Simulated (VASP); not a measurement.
CdS, 2 atoms in the cell. The structure is tetragonal, space group I4/mmm (No. 139). The conventional cell has a = 3.856 Å, b = 3.856 Å, c = 5.437 Å, α = 90.00°, β = 90.00°, γ = 90.00°. Within 3.6 Å of Cd (site symmetry 4/mmm) lie 6 S at 2.72 to 2.73 Å. S (site symmetry 4/mmm) has 6 Cd at 2.72 to 2.73 Å within 3.6 Å.  This cell differs from its parent crystal: uniaxial z strain -0.3%.

| Item | Value |
| --- | --- |
| Program | VASP 6.6.1 |
| Task | single point |
| Functional | HSE06 |
| Potentials or basis | VASP PAW PBE potentials, release 64 (Cd, S) |
| Cutoff | 520 eV |
| k mesh | 6 × 6 × 6 |
| Occupations | gaussian, width 0.01 eV |
| Spin | no spin polarisation |
| Dipole correction | no |
| Grid for exact exchange (PRECFOCK) | Normal |
| Further INCAR settings | ALGO = Normal; EDIFF = 1e-06; NBANDS = 16 |
| Share of exact exchange | 0.25 |
| Screening parameter | 0.2079 1/Å |

Potentials or basis: VASP PAW PBE potentials, release 64 (Cd, S).

Command:

```bash
$ cat potpaw_PBE.64/Cd/POTCAR potpaw_PBE.64/S/POTCAR > POTCAR
$ cp INCAR.step1 INCAR
$ mpirun -np 1 vasp_std > vasp.out
$ cp INCAR.step2 INCAR
$ mpirun -np 1 vasp_std > vasp.out
```

Hardware: 1 thread of Oxide Virtual Turin-like Processor (shared host).

Problem. How long does it take, and how much memory?

Solution. It took 78 min on 1 thread of Oxide Virtual Turin-like Processor (shared host), peak memory 0.26 GiB. Counts: k points 30.
